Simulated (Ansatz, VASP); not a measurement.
# One calculation of HfC, two programs

Contents of INCAR:

```
SYSTEM = HfC
ALGO = Normal
EDIFF = 1E-6
ENCUT = 520
GGA = PE
ISIF = 2
ISMEAR = 0
LASPH = .TRUE.
LCHARG = .FALSE.
LREAL = .FALSE.
LWAVE = .FALSE.
NBANDS = 14
NELM = 100
PREC = Accurate
SIGMA = 0.15
```

KPOINTS

```
k-points
0
G
  18 18 18
  0 0 0
```

POSCAR

```
HfC
1.0
    0.0000000000      2.3250000000      2.3250000000
    2.3250000000      0.0000000000      2.3250000000
    2.3250000000      2.3250000000      0.0000000000
Hf C
1 1
Direct
    0.5000000000      0.5000000000      0.5000000000
    0.0000000000      0.0000000000     -0.1368593770
```

Input for Ansatz:

```yaml
crystal:
  lattice:
    - [0.0, 2.325, 2.325]
    - [2.325, 0.0, 2.325]
    - [2.325, 2.325, 0.0]
  atoms:
    - { symbol: Hf, position: [0.5, 0.5, 0.5] }
    - { symbol: C, position: [0.0, 0.0, -0.136859377] }
basis:
  ecutwfc: 420
kpoints:
  mp_grid: { grid: [18, 18, 18] }
hamiltonian:
  xc: pbe
scf:
  occupations: { method: gaussian, width: 0.15 }
output:
  forces: true
  stress: true
  eigenvalues: true
```

Alike in both runs: task single point; functional PBE; k mesh 18 × 18 × 18; occupations gaussian, width 0.15 eV; no spin polarisation.

```csv
,VASP,Ansatz
version,VASP 6.6.1,Ansatz 0.2.0
potentials or method,"VASP PAW PBE potentials, release 64 (Hf_pv, C), cutoff 520 eV","scalar-relativistic, plane waves, PAW"
valence electrons in the cell,14,30
```

VASP gave:

| Quantity | Value |
| --- | --- |
| gap on the k mesh at the Fermi level (eV) | 0.88 |
| least direct gap on the mesh (eV) | 1.06 |
| pressure (GPa) | 18.0 |
| traceless stress, the component that is largest in VASP (GPa) | -21.29 |
| rms of the force components (eV/Å) | 2.384 |

Question: Estimate Ansatz's values.

Answer: gap on the k mesh at the Fermi level (eV): 0.85; least direct gap on the mesh (eV): 1.04; pressure (GPa): 18.3; traceless stress, the component that is largest in VASP (GPa): -20.93; rms of the force components (eV/Å): 2.365.

Atom by atom the forces differ by 0.019 eV/Å (rms over components). VASP's potentials hold 14 valence electrons a cell and Ansatz's 30, so a difference there can come from the potentials and not from the codes.

Neither program's run includes spin-orbit coupling.
